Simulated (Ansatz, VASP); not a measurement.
**One calculation of Al8N, two programs**

```
Al N
1.0
     2.85432    0.00000    0.00000
    -1.42716    2.47192    0.00000
     0.00000    0.00000   33.47606
Al N
8 1
Direct
  0.33333 0.66667 0.11949
  0.00000 0.00000 0.18956
  0.66667 0.33333 0.25964
  0.00000 0.00000 0.32971
  0.33333 0.66667 0.39922
  0.00000 0.00000 0.46965
  0.66667 0.33333 0.54010
  0.00000 0.00000 0.61166
  0.66667 0.33333 0.72129
```

Alike in both runs: task single point; functional PBE; k mesh 9 × 9 × 1; occupations gaussian, width 0.1 eV; no spin polarisation.

```csv
,VASP,Ansatz
version,VASP 6.6.1,Ansatz 0.2.0
potentials or method,"VASP PAW PBE potentials, release 64 (Al, N), cutoff 520 eV","scalar-relativistic, plane waves, PAW"
valence electrons in the cell,29,29
```

Ansatz gave:

| Property | Result |
| --- | --- |
| gap on the k mesh at the Fermi level (eV) | none |
| rms of the force components (eV/Å) | 0.102 |

What did VASP give for the same quantities?

gap on the k mesh at the Fermi level (eV): none; rms of the force components (eV/Å): 0.101.

Atom by atom the forces differ by 0.000 eV/Å (rms over components). A gap of «none» marks a metal or a gap that the smearing closes.
